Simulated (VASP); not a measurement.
**Mg: single point with LDA**

Crystal: Mg.

```
CELL_PARAMETERS angstrom
3.13250 0.00000 0.00000
-1.56625 2.71283 0.00000
0.00000 0.00000 5.08489
ATOMIC_POSITIONS crystal
Mg 0.33333 0.66667 0.25000
Mg 0.66667 0.33333 0.75000
```

```json
{
  "Program": "VASP 6.6.1",
  "Task": "single point",
  "Functional": "LDA",
  "Potentials or basis": "VASP PAW LDA potentials, release 64 (Mg)",
  "Cutoff": "520 eV",
  "k mesh": "12 × 12 × 6",
  "Occupations": "fermi-dirac, width 0.01 eV",
  "Spin": "no spin polarisation"
}
```

| Property | Result |
| --- | --- |
| Pressure | -0.3 GPa |
| Band gap on the k mesh | zero (band 2 reaches 3.81 eV, above the bottom of band 3 at 1.52 eV) |

Stress tensor (GPa, compression positive):
```
 0.16  0.00  0.00
 0.00  0.16  0.00
 0.00  0.00 -1.29
```

Levels at points of the mesh, in eV from the Fermi level:
| k point | band 1 | band 2 | band 3 | band 4 | band 5 | band 6 |
| --- | --- | --- | --- | --- | --- | --- |
| (0.00, 0.00, 0.00) | -7.09 | -1.66 | -1.18 | 11.34 | 11.34 | 11.51 |
| (0.50, 0.00, 0.00) | -2.13 | -2.11 | 2.84 | 3.18 | 3.50 | 3.92 |
| (0.00, 0.00, 0.50) | -5.64 | -5.64 | 5.29 | 5.29 | 12.09 | 12.09 |
| (0.50, 0.00, 0.50) | -1.05 | -1.05 | -0.36 | -0.36 | 8.34 | 8.34 |

It took 12 s on 1 thread of Intel(R) Xeon(R) Platinum 8488C (Sapphire Rapids), on a shared host, peak memory 0.15 GiB.
